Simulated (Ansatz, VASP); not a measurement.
# CdSb2O4: VASP beside Ansatz

```
Cd Sb O
1.0
     3.45355    0.00285   -0.00255
    -0.00577    6.69445   -0.35301
    -1.71528   -1.94795    5.21923
Cd Sb O
1 2 4
Cartesian
  -0.0029 3.3472 -0.1765
  1.7278 4.0498 2.7057
  0.0047 0.6995 2.1579
  1.7322 -0.0263 3.1575
  0.0036 2.0958 3.6086
  0.0003 4.7757 1.7061
  1.7289 2.6535 1.2551
```

Change from the starting cell: species swapped into the MgV2O4 type (P-1, No. 2).

Alike in both runs: functional PBE; k mesh 4 × 2 × 2; occupations gaussian, width 0.15 eV; no spin polarisation.

Ansatz relaxed the structure, and its values are those at the end. VASP's run is a single point on that final structure, the one shown.

```csv
,VASP,Ansatz
version,VASP 6.6.1,Ansatz 0.2.0
potentials or method,"VASP PAW PBE potentials, release 64 (Cd_sv_GW, Sb_d_GW, O), cutoff 700 eV","scalar-relativistic, plane waves, PAW"
valence electrons in the cell,74,74
```

```csv
,VASP,Ansatz,Ansatz less VASP
gap on the k mesh at the Fermi level (eV),2.18,2.18,+0.004
least direct gap on the mesh (eV),2.18,2.18,+0.004
pressure (GPa),0.2,0.3,+0.02
rms of the force components (eV/Å),0.039,0.019,-0.0197
```

The functional is the same, so the differences come from potentials, cutoffs and numerics.

The k mesh is coarse, so the values compare programs but aren't converged. Spin-orbit coupling is off throughout.
